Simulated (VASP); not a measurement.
# ZnS in VASP: notebook

Runs on ZnS. Level: PBEsol. Tasks: single point.

Everything below comes from runs of VASP 6.6.1. Logs are shortened: lines on timing, memory, paths and dates and some standing lists are left out, and cuts for length are marked.

## (1) The cell of the first run

The structure is hexagonal, space group P6_3mc (No. 186). The conventional cell has a = 3.831 Å, b = 3.831 Å, c = 6.291 Å, α = 90.00°, β = 90.00°, γ = 120.00°. Within 3.1 Å of Zn (site symmetry 3m) lie 4 S at 2.35 Å. S (site symmetry 3m) has 4 Zn at 2.35 Å within 3.1 Å.

## (2) Single point, PBEsol (20.00 Å³/atom)

Contents of INCAR:

```
  PREC = Accurate
  ENCUT = 520
  EDIFF = 1E-6
  ISMEAR = 0
  SIGMA = 0.05
  LREAL = False
  LASPH = True
  NELM = 80
  ALGO = Normal
  ISIF = 2
  LWAVE = False
  LCHARG = False
  GGA = PS
  NBANDS = 26
```

Contents of KPOINTS:

```
regular mesh
0
Gamma
  10 10 6
```

Contents of POSCAR:

```
ZnS
1.0
    3.8313861612      0.0000000000      0.0000000000
   -1.9156930806      3.3180777473      0.0000000000
    0.0000000000      0.0000000000      6.2913661798
Zn S
2 2
Direct
    0.3333333333      0.6666666667      0.0054595352
    0.6666666667      0.3333333333      0.5054595352
    0.3333333333      0.6666666667      0.3795404648
    0.6666666667      0.3333333333      0.8795404648
```

Potentials or basis: VASP PAW PBE potentials, release 64 (Zn, S).

Command:

```
cat potpaw_PBE.64/Zn/POTCAR potpaw_PBE.64/S/POTCAR > POTCAR
mpirun -np 1 vasp_std > vasp.out
```

OUTCAR:

```text
PREC = Accurate
   ENCUT = 520
   EDIFF = 1E-6
   ISMEAR = 0
   LREAL = False
   LASPH = True
   NELM = 80
   ISIF = 2
   GGA = PS

 ion  position               nearest neighbor table
   1  0.333  0.667  0.005-   4 2.35   4 2.35   4 2.35   3 2.35
   2  0.667  0.333  0.505-   3 2.35   3 2.35   3 2.35   4 2.35
   3  0.333  0.667  0.380-   2 2.35   2 2.35   2 2.35   1 2.35
   4  0.667  0.333  0.880-   1 2.35   1 2.35   1 2.35   2 2.35

  LATTYP: Found a hexagonal cell.
 ALAT       =     3.8313861612
 C/A-ratio  =     1.6420600574

  Lattice vectors:

 A1 = (   3.8313861612,   0.0000000000,   0.0000000000)
 A2 = (  -1.9156930806,   3.3180777473,   0.0000000000)
 A3 = (   0.0000000000,   0.0000000000,   6.2913661798)

Analysis of symmetry for initial positions (statically):
=====================================================================
 Subroutine PRICEL returns:
 Original cell was already a primitive cell.

 Routine SETGRP: Setting up the symmetry group for a
 hexagonal supercell.

 Subroutine GETGRP returns: Found 12 space group operations
 (whereof  6 operations were pure point group operations)
 out of a pool of 24 trial point group operations.

The static configuration has the point symmetry C_3v.
 The point group associated with its full space group is C_6v.

Analysis of symmetry for dynamics (positions and initial velocities):
=====================================================================
 Subroutine PRICEL returns:
 Original cell was already a primitive cell.

 Routine SETGRP: Setting up the symmetry group for a
 hexagonal supercell.

 Subroutine GETGRP returns: Found 12 space group operations
 (whereof  6 operations were pure point group operations)
 out of a pool of 24 trial point group operations.

The dynamic configuration has the point symmetry C_3v.
 The point group associated with its full space group is C_6v.

 Subroutine INISYM returns: Found 12 space group operations
 (whereof  6 operations are pure point group operations),
 and found     1 'primitive' translations

----------------------------------------------------------------------------------------

                                     Primitive cell

  volume of cell :      79.9811

  direct lattice vectors                    reciprocal lattice vectors
     3.831386161  0.000000000  0.000000000     0.261002143  0.150689658  0.000000000
    -1.915693081  3.318077747  0.000000000     0.000000000  0.301379315  0.000000000
     0.000000000  0.000000000  6.291366180     0.000000000  0.000000000  0.158947989

  length of vectors
     3.831386161  3.831386161  6.291366180     0.301379315  0.301379315  0.158947989

  position of ions in fractional coordinates (direct lattice)
     0.333333333  0.666666667  0.005459535
     0.666666667  0.333333333  0.505459535
     0.333333333  0.666666667  0.379540465
     0.666666667  0.333333333  0.879540465

  ion indices of the primitive-cell ions
   primitive index   ion index
                 1           1
                 2           2
                 3           3
                 4           4

----------------------------------------------------------------------------------------

 KPOINTS: regular mesh

Automatic generation of k-mesh.
 Grid dimensions read from file:
 generate k-points for:   10   10    6

 Generating k-lattice:

  Cartesian coordinates                     Fractional coordinates (reciprocal lattice)
     0.026100214  0.015068966  0.000000000     0.100000000  0.000000000  0.000000000
     0.000000000  0.030137932  0.000000000     0.000000000  0.100000000  0.000000000
     0.000000000  0.000000000  0.026491331     0.000000000  0.000000000  0.166666667

  Length of vectors
     0.030137932  0.030137932  0.026491331

  Shift w.r.t. Gamma in fractional coordinates (k-lattice)
     0.000000000  0.000000000  0.000000000

 Subroutine IBZKPT returns following result:
 ===========================================

 Found     56 irreducible k-points:

 Following reciprocal coordinates:
            Coordinates               Weight
  0.000000  0.000000  0.000000      1.000000
  0.100000 -0.000000  0.000000      6.000000
  0.200000 -0.000000  0.000000      6.000000
  0.300000 -0.000000  0.000000      6.000000
  0.400000 -0.000000  0.000000      6.000000
  0.500000  0.000000  0.000000      3.000000
[... 16 lines left out ...]
  0.300000  0.100000  0.166667     24.000000
  0.400000  0.100000  0.166667     24.000000
 [... further k-points ...]
   k-points           NKPTS =     56   k-points in BZ     NKDIM =     56   number of bands    NBANDS=     26
   number of dos      NEDOS =    301   number of ions     NIONS =      4
   total plane-waves  NPLWV =  37632
   dimension x,y,z NGX =    28 NGY =   28 NGZ =   48
   dimension x,y,z NGXF=    56 NGYF=   56 NGZF=   96
   ions per type =               2   2
   NGX,Y,Z   is equivalent  to a cutoff of  12.15, 12.15, 12.68 a.u.
   NGXF,Y,Z  is equivalent  to a cutoff of  24.30, 24.30, 25.37 a.u.
 SYSTEM =  unknown system
   PREC   = accura    normal or accurate (medium, high low for compatibility)
   ISTART =      0    job   : 0-new  1-cont  2-samecut
   ICHARG =      2    charge: 1-file 2-atom 10-const
   ISPIN  =      1    spin polarized calculation?
   LNONCOLLINEAR =      F non collinear calculations
   LSORBIT =      F    spin-orbit coupling
   LASPH  =      T    aspherical Exc in radial PAW
   ENCUT  =  520.0 eV  38.22 Ry    6.18 a.u.   7.12  7.12 11.70*2*pi/ulx,y,z
   NELM   =     80;   NELMIN=  2; NELMDL= -5     # of ELM steps
   EDIFF  = 0.1E-05   stopping-criterion for ELM
   LREAL  =      F    real-space projection
   EDIFFG = 0.1E-04   stopping-criterion for IOM
   NSW    =      0    number of steps for IOM
   IBRION =     -1    ionic relax: 0-MD 1-quasi-New 2-CG
   NFREE  =      0    steps in history (QN), initial steepest desc. (CG)
   ISIF   =      2    stress and relaxation
   ISYM   =      2    0-nonsym 1-usesym 2-fastsym
   POTIM  = 0.5000    time-step for ionic-motion
   TEBEG  =    0.0;   TEEND  =   0.0 temperature during run
   PSTRESS=    0.0 pullay stress
   NELECT =      36.0000    total number of electrons
   NUPDOWN=      -1.0000    fix difference up-down
   EMIN   =  10.00;   EMAX   =-10.00  energy-range for DOS
   EFERMI =   0.00;   METHOD = LEGACY
   ISMEAR =     0;   SIGMA  =   0.05  broadening in eV -4-tet -1-fermi 0-gaus
   EFERMI_NEDOS =   21; number of points for ismear=-14 and -15
   IALGO  =     38    algorithm
   IMIX   =      4    mixing-type and parameters
     AMIX     =   0.40;   BMIX     =  1.00
     AMIX_MAG =   1.60;   BMIX_MAG =  1.00
  volume/ion in A,a.u.               =      20.00       134.93
  Fermi-wavevector in a.u.,A,eV,Ry     =   1.254623  2.370893 21.416637  1.574078
  Thomas-Fermi vector in A             =   2.388419
   LORBIT       =      0    0 simple, 1 ext, 2 COOP (PROOUT), +10 PAW based schemes
   GGA     = PS    functional components
   LHFCALC =     F    Hartree Fock is set to
   AEXX    =    0.0000 exact exchange contribution
   IVDW    =     0    specifies the selected vdW correction
   LEPSILON=     F    determine dielectric tensor
   LRPA    =     F    only Hartree local field effects (RPA)
 non-spin polarized calculation
 Gauss-broadening in eV      SIGMA  =   0.05
  energy-cutoff  :      520.00
  volume of cell :       79.98
 maximum number of plane-waves:      2184
   NGX = 15   NGY = 15   NGZ = 23

 number of electron      35.9999985 magnetization

 Free energy of the ion-electron system (eV)
  ---------------------------------------------------
  ext. energy  EPLUGINS =         0.00000000
  ---------------------------------------------------
  free energy    TOTEN  =       -15.14347734 eV

  energy without entropy =      -15.14347734  energy(sigma->0) =      -15.14347734

 E-fermi :   2.1646     XC(G=0):  -9.7792

 val. band max:        1.9097038730   @ k =   0.0000   0.0000   0.0000
 cond. band min:       3.8942691143   @ k =   0.0000   0.0000   0.0000
 fundamental gap:      1.9845652413
 Fermi energy:         2.1646296954

 k-point     1 :       0.0000    0.0000    0.0000
  band No.  band energies     occupation
      1     -11.1794      2.00000
      2     -10.2574      2.00000
      3      -4.4181      2.00000
      4      -4.4029      2.00000
      5      -4.4029      2.00000
      6      -4.3233      2.00000
[... 18 lines left out ...]
     25       9.5187      0.00000
     26      10.9113      0.00000

 k-point     2 :       0.1000   -0.0000    0.0000
  band No.  band energies     occupation
      1     -11.1124      2.00000
      2     -10.2198      2.00000
      3      -4.4130      2.00000
      4      -4.3994      2.00000
      5      -4.3898      2.00000
      6      -4.3166      2.00000
[... 18 lines left out ...]
     25       9.8198      0.00000
     26      10.5254      0.00000

 k-point     3 :       0.2000   -0.0000    0.0000
  band No.  band energies     occupation
      1     -10.9249      2.00000
      2     -10.1229      2.00000
      3      -4.4178      2.00000
      4      -4.3714      2.00000
      5      -4.3583      2.00000
      6      -4.2860      2.00000
[... 18 lines left out ...]
     25       9.9100      0.00000
     26      10.6236      0.00000

 k-point     4 :       0.3000   -0.0000    0.0000
  band No.  band energies     occupation
      1     -10.6592      2.00000
      2     -10.0130      2.00000
      3      -4.4115      2.00000
      4      -4.3387      2.00000
      5      -4.3269      2.00000
      6      -4.2122      2.00000
[... 18 lines left out ...]
     25      10.4610      0.00000
     26      10.9635      0.00000

 k-point     5 :       0.4000   -0.0000    0.0000
  band No.  band energies     occupation
      1     -10.3947      2.00000
      2      -9.9508      2.00000
      3      -4.3968      2.00000
      4      -4.3087      2.00000
      5      -4.2757      2.00000
      6      -4.1344      2.00000
[... 18 lines left out ...]
     25      10.6670      0.00000
     26      12.4116      0.00000

 k-point     6 :       0.5000    0.0000    0.0000
  band No.  band energies     occupation
      1     -10.2666      2.00000
      2      -9.9480      2.00000
      3      -4.3923      2.00000
      4      -4.3035      2.00000
      5      -4.1868      2.00000
      6      -4.1682      2.00000
[... 427 lines left out ...]
 k-point    21 :       0.1000    0.1000    0.1667
  band No.  band energies     occupation
      1     -10.9361      2.00000
      2     -10.2164      2.00000
      3      -4.4204      2.00000
      4      -4.3715      2.00000
      5      -4.3682      2.00000
      6      -4.3112      2.00000
[... 18 lines left out ...]
     25      10.1545      0.00000
     26      10.3077      0.00000

 k-point    22 :       0.2000    0.1000    0.1667
  band No.  band energies     occupation
      1     -10.7138      2.00000
      2     -10.1008      2.00000
      3      -4.4083      2.00000
      4      -4.3512      2.00000
      5      -4.3349      2.00000
      6      -4.2657      2.00000
[... 18 lines left out ...]
     25      10.3686      0.00000
     26      10.6269      0.00000

 k-point    23 :       0.3000    0.1000    0.1667
  band No.  band energies     occupation
      1     -10.4525      2.00000
      2      -9.9995      2.00000
      3      -4.3914      2.00000
      4      -4.3224      2.00000
      5      -4.2932      2.00000
      6      -4.1844      2.00000
[... 18 lines left out ...]
     25      10.4881      0.00000
     26      11.2091      0.00000

 k-point    24 :       0.4000    0.1000    0.1667
  band No.  band energies     occupation
      1     -10.2493      2.00000
      2      -9.9642      2.00000
      3      -4.3869      2.00000
      4      -4.2974      2.00000
      5      -4.2357      2.00000
      6      -4.1365      2.00000
[... 18 lines left out ...]
     25      10.9810      0.00000
     26      12.3936      0.00000

 [... further k-points ...]

------------------------ aborting loop because EDIFF is reached ----------------------------------------

  FORCE on cell =-STRESS in cart. coord.  units (eV):
  Direction    XX          YY          ZZ          XY          YZ          ZX
  --------------------------------------------------------------------------------------
  -------------------------------------------------------------------------------------
  Total       -1.3110813     -1.3110813     -1.3630155      0.0000000      0.0000000      0.0000000
  in kB      -26.2635095    -26.2635095    -27.3038517      0.0000000      0.0000000      0.0000000
  external PRESSURE =     -26.6102902 kB  Pullay stress =       0.0000000 kB

 VOLUME and BASIS-vectors are now :
 -----------------------------------------------------------------------------
  energy-cutoff  :      520.00
  volume of cell :       79.98
      direct lattice vectors                 reciprocal lattice vectors
     3.831386161  0.000000000  0.000000000     0.261002143  0.150689658  0.000000000
    -1.915693081  3.318077747  0.000000000     0.000000000  0.301379315  0.000000000
     0.000000000  0.000000000  6.291366180     0.000000000  0.000000000  0.158947989

 POSITION                                       TOTAL-FORCE (eV/Angst)
 -----------------------------------------------------------------------------------
     -0.00000      2.21205      0.03435        -0.000000      0.000000     -0.008619
      1.91569      1.10603      3.18003         0.000000      0.000000     -0.008619
     -0.00000      2.21205      2.38783        -0.000000      0.000000      0.008619
      1.91569      1.10603      5.53351        -0.000000      0.000000      0.008619
 -----------------------------------------------------------------------------------
    total drift:                               -0.000000     -0.000000     -0.000022

  FREE ENERGIE OF THE ION-ELECTRON SYSTEM (eV)
  ---------------------------------------------------
  free  energy   TOTEN  =       -15.1434773445 eV

  energy  without entropy=      -15.1434773445  energy(sigma->0) =      -15.14347734
```

It took 63 s on 1 thread of Intel Xeon 8259CL, shared host; peak memory 0.25 GiB.

What came out:

```
Free energy            : -15.1435 eV
Pressure               : -2.7 GPa
Largest force          : 0.009 eV/Å
Band gap on the k mesh : 1.98 eV
```

Forces in eV/Å, atoms in the order of the input:
```
Zn   0.000  0.000 -0.009
Zn   0.000  0.000 -0.009
S    0.000  0.000  0.009
S    0.000  0.000  0.009
```

Caveat: the PAW data sets were made with another functional, which shifts forces and pressure a little.

## (3) Single point, PBEsol (atom 3 (S) moved 0.02 Å along z)

Contents of INCAR:

```
SYSTEM = ZnS
PREC     = Accurate       ! precision mode
ENCUT    = 520            ! plane-wave cutoff, eV
EDIFF    = 1E-7           ! SCF threshold, eV
ISMEAR   = 0              ! smearing method
SIGMA    = 0.05           ! smearing width, eV
LREAL    = .FALSE.        ! projectors in reciprocal space
LASPH    = .TRUE.         ! aspherical terms in the spheres
NELM     = 100            ! most SCF steps
ALGO     = Normal         ! electronic algorithm
ISIF     = 2              ! what is computed and relaxed
LWAVE    = .FALSE.        ! write WAVECAR
LCHARG   = .TRUE.         ! write CHGCAR
GGA      = PS             ! functional
LELF     = .TRUE.         ! ELF
LVHAR    = .TRUE.       
NBANDS   = 26             ! bands
```

Contents of KPOINTS:

```
Automatic mesh
0
G
  10 10 6
  0 0 0
```

Contents of POSCAR:

```
ZnS
1.0
    3.7816222667      0.0000000000      0.0000000000
   -1.8908111334      3.2749809504      0.0000000000
    0.0000000000      0.0000000000      6.2096508764
Zn S
2 2
Direct
    0.3333333333      0.6666666667      0.0054595352
    0.6666666667      0.3333333333      0.5054595352
    0.3333333333      0.6666666667      0.3827612578
    0.6666666667      0.3333333333      0.8795404648
```

Potentials or basis: VASP PAW PBE potentials, release 64 (Zn, S).

Command:

```
cat potpaw_PBE.64/Zn/POTCAR potpaw_PBE.64/S/POTCAR > POTCAR
mpirun -np 1 vasp_std > vasp.out
```

It took 78 s on 1 thread of Intel Xeon 8259CL, shared host; peak memory 0.26 GiB.

Results (log left out):

- Free energy: -15.1655 eV
- Pressure: 0.2 GPa
- Largest force: 0.186 eV/Å
- Band gap on the k mesh: 2.17 eV

Forces in eV/Å, atoms in the order of the input:
```
Zn   0.000  0.000  0.080
Zn   0.000  0.000  0.037
S    0.000  0.000 -0.186
S    0.000  0.000  0.070
```

Stress tensor (GPa, compression positive):
```
 0.36  0.00  0.00
 0.00  0.36  0.00
 0.00  0.00 -0.10
```

Levels at points of the mesh, in eV from the valence-band top:
```csv
k point,band 15,band 16,band 17,band 18,band 19,band 20,band 21,band 22
"(0.00, 0.00, 0.00)",-0.93,-0.08,0.00,0.00,2.17,3.02,6.21,6.21
"(0.50, 0.00, 0.00)",-3.41,-2.34,-1.77,-0.94,3.51,4.21,4.97,6.84
"(0.00, 0.00, 0.50)",-0.50,-0.50,-0.47,-0.47,3.50,3.51,6.65,6.65
"(0.50, 0.00, 0.50)",-1.72,-1.71,-1.69,-1.68,3.40,3.44,5.06,5.11
```

Caveat: the cell differs from its parent crystal (atom 3 (S) moved 0.02 Å along z); the PAW data sets were made with another functional, which shifts forces and pressure a little.

## (4) Single point, PBEsol

This run uses another cell than the first one, of 19.03 Å³/atom.

Contents of INCAR:

```
ALGO = Normal
EDIFF = 1E-6
ENCUT = 520
GGA = PS
ISIF = 2
ISMEAR = 0
LASPH = T
LCHARG = F
LREAL = F
LWAVE = F
NBANDS = 26
NELM = 60
PREC = Accurate
SIGMA = 0.05
```

Contents of KPOINTS:

```
k-points
0
Gamma
  10 10 6
```

Contents of POSCAR:

```
ZnS
1.0
    3.7816222667      0.0000000000      0.0000000000
   -1.8908111334      3.2422311409      0.0000000000
    0.0000000000      0.0000000000      6.2096508764
Zn S
2 2
Direct
    0.3333333333      0.6666666667      0.0054595352
    0.6666666667      0.3333333333      0.5054595352
    0.3333333333      0.6666666667      0.3795404648
    0.6666666667      0.3333333333      0.8795404648
```

Command:

```
cat potpaw_PBE.64/Zn/POTCAR potpaw_PBE.64/S/POTCAR > POTCAR
mpirun -np 1 vasp_std > vasp.out
```

It took 1.8 min on 1 thread of Intel Xeon 8259CL, shared host; peak memory 0.33 GiB.

Results (log left out):

```
Free energy            : -15.1624 eV
Pressure               : 1.0 GPa
Largest force          : 0.082 eV/Å
Band gap on the k mesh : 2.17 eV
```

Forces in eV/Å, atoms in the order of the input:
```
Zn   0.000 -0.055  0.040
Zn   0.000  0.055  0.040
S    0.000 -0.071 -0.040
S    0.000  0.071 -0.040
```

Stress tensor (GPa, compression positive):
```
0.72 0.00 0.00
0.00 1.92 0.00
0.00 0.00 0.51
```

Levels at points of the mesh, in eV from the valence-band top:
```
           k point  band 14  band 15  band 16  band 17  band 18  band 19  band 20  band 21  band 22  band 23
(0.00, 0.00, 0.00)    -0.97    -0.94    -0.13    -0.04     0.00     2.17     3.06     6.15     6.25     6.37
(0.50, 0.00, 0.00)    -4.34    -3.52    -2.36    -1.85    -0.95     3.54     4.22     4.91     6.82     7.36
(0.00, 0.50, 0.00)    -4.33    -3.47    -2.44    -1.85    -1.02     3.43     4.14     4.91     6.72     7.38
(0.00, 0.00, 0.50)    -3.04    -0.53    -0.53    -0.49    -0.49     3.53     3.53     6.61     6.61     6.71
(0.50, 0.00, 0.50)    -5.11    -1.79    -1.79    -1.71    -1.71     3.39     3.39     5.06     5.06     8.78
(0.00, 0.50, 0.50)    -5.10    -1.79    -1.79    -1.77    -1.77     3.34     3.34     5.04     5.04     8.70
```

Caveat: the PAW data sets were made with another functional, which shifts forces and pressure a little.

## (5) Overview

```tsv
cell	gap on the mesh (eV)	pressure (GPa)	largest force (eV/Å)
a = 3.831, b = 3.831, c = 6.291 Å, angles 90.0, 90.0, 120.0°, 4 atoms, atomic positions A	1.98	-2.7	0.01
a = 3.782, b = 3.782, c = 6.210 Å, angles 90.0, 90.0, 120.0°, 4 atoms, atomic positions B	2.17	0.2	0.19
a = 3.782, b = 3.753, c = 6.210 Å, angles 90.0, 90.0, 120.2°, 4 atoms, atomic positions A	2.17	1.0	0.08
```

Alike in all rows: task single point; level PBEsol; potentials or basis VASP PAW PBE potentials, release 64 (Zn, S); no spin polarisation; k mesh 10 × 10 × 6; cutoff (eV) 520; smearing gaussian 0.05 eV.

Caveats: the PAW data sets were made with another functional, which shifts forces and pressure a little.

Absolute energies hang on the potentials; compare differences alone.
